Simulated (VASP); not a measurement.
The system is Cd4S3.

```
Cd S
1.0
     5.60000    0.00000    0.00000
     0.00000    5.60000    0.00000
     0.00000    0.00000    5.60000
Cd S
4 3
Direct
  0.77000 0.77000 0.23000
  0.77000 0.23000 0.77000
  0.23000 0.77000 0.77000
  0.23000 0.23000 0.23000
  0.50000 0.00000 0.50000
  0.00000 0.50000 0.50000
  0.50000 0.50000 0.00000
```

- Program: VASP 6.6.1
- Task: relaxation of cell and atoms
- Functional: PBE
- Potentials or basis: VASP PAW PBE potentials, release 64 (Cd, S)
- Cutoff: 600 eV
- k mesh: 3 × 3 × 3
- Occupations: gaussian, width 0.2 eV
- Spin: no spin polarisation

At the start: pressure 3.5 GPa; volume 25.09 Å³/atom.

Problem. How do energy, volume and symmetry change on relaxing?

Solution. Over 6 steps the energy falls by 38.5 meV/atom and the volume is 24.96 Å³/atom (-0.5 %); space group P-43m (No. 215, to 0.05 Å).

Step by step:
```tsv
step	energy change (eV)	largest force (eV/Å)	pressure (GPa)	volume (Å³)
1	0.0000	0.7717	3.50	175.62
2	-0.1487	0.1574	-1.31	189.91
3	-0.1591	0.2748	-0.45	186.80
4	-0.1777	0.2556	-0.42	185.57
5	-0.2250	0.1929	-0.30	181.92
6	-0.2696	0.0159	0.06	174.75
```

Final structure:
```
Cd S
1.0
     5.59082    0.00000    0.00000
     0.00000    5.59082    0.00000
     0.00000    0.00000    5.59082
Cd S
4 3
Direct
  0.78774 0.78774 0.21226
  0.78774 0.21226 0.78774
  0.21226 0.78774 0.78774
  0.21226 0.21226 0.21226
  0.50000 0.00000 0.50000
  0.00000 0.50000 0.50000
  0.50000 0.50000 0.00000
```

Caveat: the relaxation stopped at a loose force limit of 0.08 eV/Å, so its end isn't a converged minimum.
